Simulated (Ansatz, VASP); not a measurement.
**Two plane-wave programs on Na**

```
CELL_PARAMETERS angstrom
-2.14926 2.14926 2.05397
2.14926 -2.14926 2.05397
2.14926 2.14926 -2.05397
ATOMIC_POSITIONS crystal
Na 0.00000 0.00000 0.00000
```

Change from the starting cell: strain +0.015 along x and y, -0.030 along z, atoms carried along.

Alike in both runs: task single point; functional PBE; k mesh 16 × 16 × 16; occupations gaussian, width 0.15 eV; no spin polarisation.

|  | VASP | Ansatz |
| --- | --- | --- |
| version | VASP 6.6.1 | Ansatz 0.2.0 |
| potentials or method | VASP PAW PBE potentials, release 64 (Na_pv), cutoff 520 eV | scalar-relativistic, plane waves, PAW |
| valence electrons in the cell | 7 | 9 |

|  | VASP | Ansatz | Ansatz less VASP |
| --- | --- | --- | --- |
| gap on the k mesh at the Fermi level (eV) | none | none | - |
| pressure (GPa) | -0.3 | -0.2 | +0.10 |
| traceless stress, the component that is largest in VASP (GPa) | 0.07 | 0.06 | -0.003 |

A gap of «none» marks a metal or a gap that the smearing closes. VASP's potentials hold 7 valence electrons a cell and Ansatz's 9, so a difference there can come from the potentials and not from the codes.
